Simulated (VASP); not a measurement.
# KBr (P4mm) in VASP: notebook

Runs on KBr. Level: LDA. Tasks: single point.

Everything below comes from runs of VASP 6.6.1. Logs are shortened: lines on timing, memory, paths and dates and some standing lists are left out, and cuts for length are marked.

### Step 1. The cell of the first run

It takes space group P4mm (No. 99, tetragonal). The conventional cell has a = 4.043 Å, b = 4.043 Å, c = 4.043 Å, α = 90.00°, β = 90.00°, γ = 90.00°. K (site symmetry 4mm) has 8 Br at 3.16 to 3.93 Å and 6 K at 4.04 Å within 4.2 Å. Br (site symmetry 4mm) has 8 K at 3.16 to 3.93 Å and 6 Br at 4.04 Å within 4.2 Å.

### Step 2. Single point, LDA

INCAR

```
SYSTEM = KBr
  ALGO = Normal
  EDIFF = 1E-6
  ENCUT = 400
  GGA_COMPAT = .False.
  ISIF = 2
  ISMEAR = -1
  LASPH = .True.
  LCHARG = .False.
  LREAL = .False.
  LWAVE = .False.
  NBANDS = 15
  NELM = 120
  PREC = Accurate
  SIGMA = 0.02
```

KPOINTS

```
k-points
0
Gamma
  6 6 6
  0 0 0
```

POSCAR

```
KBr
1.0
    4.0434990000      0.0000000000      0.0000000000
    0.0000000000      4.0434990000      0.0000000000
    0.0000000000      0.0000000000      4.0434990000
K Br
1 1
Direct
    0.1666665430      0.0000000000      0.0000000000
    0.4999998763      0.4999998763      0.4999998763
```

Potentials or basis: VASP PAW LDA potentials, release 64 (K_sv, Br).

The run is started by

```bash
$ cat potpaw_LDA.64/K_sv/POTCAR potpaw_LDA.64/Br/POTCAR > POTCAR
$ mpirun -np 1 vasp_std > vasp.out
```

OUTCAR:

```text
SYSTEM = KBr
   EDIFF = 1E-6
   ENCUT = 400
   ISIF = 2
   ISMEAR = -1
   LASPH = .True.
   LREAL = .False.
   NELM = 120
   PREC = Accurate

 ion  position               nearest neighbor table
   1  0.167  0.000  0.000-   2 3.16   2 3.16   2 3.16   2 3.16
   2  0.500  0.500  0.500-   1 3.16   1 3.16   1 3.16   1 3.16

  LATTYP: Found a simple cubic cell.
 ALAT       =     4.0434990000

  Lattice vectors:

 A1 = (   4.0434990000,   0.0000000000,   0.0000000000)
 A2 = (   0.0000000000,   4.0434990000,   0.0000000000)
 A3 = (   0.0000000000,   0.0000000000,   4.0434990000)

Analysis of symmetry for initial positions (statically):
=====================================================================
 Subroutine PRICEL returns:
 Original cell was already a primitive cell.

 Routine SETGRP: Setting up the symmetry group for a
 simple cubic supercell.

 Subroutine GETGRP returns: Found  8 space group operations
 (whereof  8 operations were pure point group operations)
 out of a pool of 48 trial point group operations.

The static configuration has the point symmetry C_4v.

Analysis of symmetry for dynamics (positions and initial velocities):
=====================================================================
 Subroutine PRICEL returns:
 Original cell was already a primitive cell.

 Routine SETGRP: Setting up the symmetry group for a
 simple cubic supercell.

 Subroutine GETGRP returns: Found  8 space group operations
 (whereof  8 operations were pure point group operations)
 out of a pool of 48 trial point group operations.

The dynamic configuration has the point symmetry C_4v.

 Subroutine INISYM returns: Found  8 space group operations
 (whereof  8 operations are pure point group operations),
 and found     1 'primitive' translations

----------------------------------------------------------------------------------------

                                     Primitive cell

  volume of cell :      66.1107

  direct lattice vectors                    reciprocal lattice vectors
     4.043499000  0.000000000  0.000000000     0.247310559  0.000000000  0.000000000
     0.000000000  4.043499000  0.000000000     0.000000000  0.247310559  0.000000000
     0.000000000  0.000000000  4.043499000     0.000000000  0.000000000  0.247310559

  length of vectors
     4.043499000  4.043499000  4.043499000     0.247310559  0.247310559  0.247310559

  position of ions in fractional coordinates (direct lattice)
     0.166666543  0.000000000  0.000000000
     0.499999876  0.499999876  0.499999876

  ion indices of the primitive-cell ions
   primitive index   ion index
                 1           1
                 2           2

----------------------------------------------------------------------------------------

 KPOINTS: k-points

Automatic generation of k-mesh.
 Grid dimensions read from file:
 generate k-points for:    6    6    6

 Generating k-lattice:

  Cartesian coordinates                     Fractional coordinates (reciprocal lattice)
     0.041218427  0.000000000  0.000000000     0.166666667  0.000000000  0.000000000
     0.000000000  0.041218427  0.000000000     0.000000000  0.166666667  0.000000000
     0.000000000  0.000000000  0.041218427     0.000000000  0.000000000  0.166666667

  Length of vectors
     0.041218427  0.041218427  0.041218427

  Shift w.r.t. Gamma in fractional coordinates (k-lattice)
     0.000000000  0.000000000  0.000000000

 Subroutine IBZKPT returns following result:
 ===========================================

 Found     40 irreducible k-points:

 Following reciprocal coordinates:
            Coordinates               Weight
  0.000000  0.000000  0.000000      1.000000
  0.166667  0.000000  0.000000      2.000000
  0.000000  0.166667  0.000000      4.000000
  0.333333  0.000000  0.000000      2.000000
  0.000000  0.333333  0.000000      4.000000
  0.500000  0.000000  0.000000      1.000000
[... 16 lines left out ...]
  0.166667  0.166667  0.166667      8.000000
  0.333333  0.166667  0.166667      8.000000
 [... further k-points ...]
   k-points           NKPTS =     40   k-points in BZ     NKDIM =     40   number of bands    NBANDS=     15
   number of dos      NEDOS =    301   number of ions     NIONS =      2
   total plane-waves  NPLWV =  21952
   dimension x,y,z NGX =    28 NGY =   28 NGZ =   28
   dimension x,y,z NGXF=    56 NGYF=   56 NGZF=   56
   ions per type =               1   1
   NGX,Y,Z   is equivalent  to a cutoff of  11.51, 11.51, 11.51 a.u.
   NGXF,Y,Z  is equivalent  to a cutoff of  23.02, 23.02, 23.02 a.u.
 SYSTEM =  KBr
   PREC   = accura    normal or accurate (medium, high low for compatibility)
   ISTART =      0    job   : 0-new  1-cont  2-samecut
   ICHARG =      2    charge: 1-file 2-atom 10-const
   ISPIN  =      1    spin polarized calculation?
   LNONCOLLINEAR =      F non collinear calculations
   LSORBIT =      F    spin-orbit coupling
   LASPH  =      T    aspherical Exc in radial PAW
   ENCUT  =  400.0 eV  29.40 Ry    5.42 a.u.   6.59  6.59  6.59*2*pi/ulx,y,z
   NELM   =    120;   NELMIN=  2; NELMDL= -5     # of ELM steps
   EDIFF  = 0.1E-05   stopping-criterion for ELM
   LREAL  =      F    real-space projection
   EDIFFG = 0.1E-04   stopping-criterion for IOM
   NSW    =      0    number of steps for IOM
   IBRION =     -1    ionic relax: 0-MD 1-quasi-New 2-CG
   NFREE  =      0    steps in history (QN), initial steepest desc. (CG)
   ISIF   =      2    stress and relaxation
   ISYM   =      2    0-nonsym 1-usesym 2-fastsym
   POTIM  = 0.5000    time-step for ionic-motion
   TEBEG  =    0.0;   TEEND  =   0.0 temperature during run
   PSTRESS=    0.0 pullay stress
   NELECT =      16.0000    total number of electrons
   NUPDOWN=      -1.0000    fix difference up-down
   EMIN   =  10.00;   EMAX   =-10.00  energy-range for DOS
   EFERMI =   0.00;   METHOD = LEGACY
   ISMEAR =    -1;   SIGMA  =   0.02  broadening in eV -4-tet -1-fermi 0-gaus
   EFERMI_NEDOS =   21; number of points for ismear=-14 and -15
   IALGO  =     38    algorithm
   IMIX   =      4    mixing-type and parameters
     AMIX     =   0.40;   BMIX     =  1.00
     AMIX_MAG =   1.60;   BMIX_MAG =  1.00
  volume/ion in A,a.u.               =      33.06       223.07
  Fermi-wavevector in a.u.,A,eV,Ry     =   1.020213  1.927923 14.161412  1.040834
  Thomas-Fermi vector in A             =   2.153770
   LORBIT       =      0    0 simple, 1 ext, 2 COOP (PROOUT), +10 PAW based schemes
   GGA     = CA    functional components
   LHFCALC =     F    Hartree Fock is set to
   AEXX    =    0.0000 exact exchange contribution
   IVDW    =     0    specifies the selected vdW correction
   LEPSILON=     F    determine dielectric tensor
   LRPA    =     F    only Hartree local field effects (RPA)
 non-spin polarized calculation
  energy-cutoff  :      400.00
  volume of cell :       66.11
 maximum number of plane-waves:      1222
 NGX is ok and might be reduce to    28
   NGX = 13   NGY = 13   NGZ = 13

 number of electron      15.9999999 magnetization

 Free energy of the ion-electron system (eV)
  ---------------------------------------------------
  ext. energy  EPLUGINS =         0.00000000
  ---------------------------------------------------
  free energy    TOTEN  =        -6.60417096 eV

  energy without entropy =       -6.60417096  energy(sigma->0) =       -6.60417096

 E-fermi :  -0.5353     XC(G=0):  -8.2472

 val. band max:       -0.9972900779   @ k =   0.0000   0.5000   0.5000
 cond. band min:       2.5665929368   @ k =   0.0000   0.0000   0.0000
 fundamental gap:      3.5638830147
 Fermi energy:        -0.5353063837

 k-point     1 :       0.0000    0.0000    0.0000
  band No.  band energies     occupation
      1     -29.0640      2.00000
      2     -13.8708      2.00000
      3     -12.7377      2.00000
      4     -12.7377      2.00000
      5     -12.6835      2.00000
      6      -1.3237      2.00000
      7      -1.2870      2.00000
      8      -1.2870      2.00000
      9       2.5666      0.00000
     10       4.5117      0.00000
     11       5.5281      0.00000
     12       8.3364      0.00000
     13       8.9334      0.00000
     14       8.9334      0.00000
     15       9.3879      0.00000

 k-point     2 :       0.1667    0.0000    0.0000
  band No.  band energies     occupation
      1     -29.0613      2.00000
      2     -13.8806      2.00000
      3     -12.7327      2.00000
      4     -12.7327      2.00000
      5     -12.6763      2.00000
      6      -1.8325      2.00000
      7      -1.2740      2.00000
      8      -1.2740      2.00000
      9       3.1917      0.00000
     10       4.6931      0.00000
     11       6.0368      0.00000
     12       8.4263      0.00000
     13       8.6492      0.00000
     14       8.6492      0.00000
     15       9.4653      0.00000

 k-point     3 :       0.0000    0.1667    0.0000
  band No.  band energies     occupation
      1     -29.0609      2.00000
      2     -13.9150      2.00000
      3     -12.7669      2.00000
      4     -12.7306      2.00000
      5     -12.6026      2.00000
      6      -1.8350      2.00000
      7      -1.3063      2.00000
      8      -1.2634      2.00000
      9       3.1713      0.00000
     10       5.0176      0.00000
     11       5.5392      0.00000
     12       8.2447      0.00000
     13       8.3616      0.00000
     14       9.0976      0.00000
     15       9.5700      0.00000

 k-point     4 :       0.3333    0.0000    0.0000
  band No.  band energies     occupation
      1     -29.0557      2.00000
      2     -13.9047      2.00000
      3     -12.7227      2.00000
      4     -12.7227      2.00000
      5     -12.6541      2.00000
      6      -2.6007      2.00000
      7      -1.2480      2.00000
      8      -1.2480      2.00000
      9       4.4472      0.00000
     10       5.1581      0.00000
     11       6.7896      0.00000
     12       8.2146      0.00000
     13       8.2146      0.00000
     14       8.6247      0.00000
     15       9.2445      0.00000
[... 307 lines left out ...]
 k-point    22 :       0.0000    0.5000    0.5000
  band No.  band energies     occupation
      1     -29.0404      2.00000
      2     -13.5766      2.00000
      3     -12.9071      2.00000
      4     -12.9071      2.00000
      5     -12.7277      2.00000
      6      -2.3808      2.00000
      7      -2.3808      2.00000
      8      -0.9973      2.00000
      9       4.1736      0.00000
     10       5.9359      0.00000
     11       7.0193      0.00000
     12       7.0193      0.00000
     13       9.5125      0.00000
     14       9.9121      0.00000
     15       9.9121      0.00000

 k-point    23 :       0.1667    0.1667    0.1667
  band No.  band energies     occupation
      1     -29.0552      2.00000
      2     -13.9017      2.00000
      3     -12.7872      2.00000
      4     -12.7743      2.00000
      5     -12.5521      2.00000
      6      -1.9006      2.00000
      7      -1.6288      2.00000
      8      -1.6019      2.00000
      9       4.1266      0.00000
     10       5.5776      0.00000
     11       6.0329      0.00000
     12       7.5972      0.00000
     13       8.0493      0.00000
     14       8.7130      0.00000
     15      10.0849      0.00000

 k-point    24 :       0.3333    0.1667    0.1667
  band No.  band energies     occupation
      1     -29.0498      2.00000
      2     -13.8687      2.00000
      3     -12.8298      2.00000
      4     -12.7626      2.00000
      5     -12.5556      2.00000
      6      -2.3983      2.00000
      7      -1.6460      2.00000
      8      -1.5955      2.00000
      9       5.0018      0.00000
     10       5.7678      0.00000
     11       6.6073      0.00000
     12       7.1650      0.00000
     13       7.4945      0.00000
     14       8.6768      0.00000
     15      10.2082      0.00000

 [... further k-points ...]
[... 5 lines left out ...]
  --------------------------------------------------------------------------------------
  -------------------------------------------------------------------------------------
  Total       -0.3915588     -0.2777034     -0.2777034      0.0000000      0.0000000      0.0000000
  in kB       -9.4893309     -6.7300722     -6.7300722      0.0000000      0.0000000      0.0000000
  external PRESSURE =      -7.6498251 kB  Pullay stress =       0.0000000 kB

 VOLUME and BASIS-vectors are now :
 -----------------------------------------------------------------------------
  energy-cutoff  :      400.00
  volume of cell :       66.11
      direct lattice vectors                 reciprocal lattice vectors
     4.043499000  0.000000000  0.000000000     0.247310559  0.000000000  0.000000000
     0.000000000  4.043499000  0.000000000     0.000000000  0.247310559  0.000000000
     0.000000000  0.000000000  4.043499000     0.000000000  0.000000000  0.247310559

 POSITION                                       TOTAL-FORCE (eV/Angst)
 -----------------------------------------------------------------------------------
      0.67392      0.00000      0.00000        -0.269012      0.000000      0.000000
      2.02175      2.02175      2.02175         0.269012      0.000000     -0.000000
 -----------------------------------------------------------------------------------
    total drift:                                0.000045      0.000329      0.000329

  FREE ENERGIE OF THE ION-ELECTRON SYSTEM (eV)
  ---------------------------------------------------
  free  energy   TOTEN  =        -6.6041709570 eV

  energy  without entropy=       -6.6041709570  energy(sigma->0) =       -6.60417096
```

Wall time 42 s (1 thread of Intel Xeon 8259CL, shared host); peak memory 0.15 GiB.

Results:

```
Free energy            : -6.6042 eV
Pressure               : -0.8 GPa
Largest force          : 0.269 eV/Å
Band gap on the k mesh : 3.56 eV, indirect (least direct gap 3.85 eV)
```

Forces in eV/Å, atoms in the order of the input:
```
K   -0.269  0.000  0.000
Br   0.269  0.000  0.000
```

Stress tensor (GPa, compression positive):
```
-0.95  0.00  0.00
 0.00 -0.67  0.00
 0.00  0.00 -0.67
```

(Continued in part 2 of 2.)
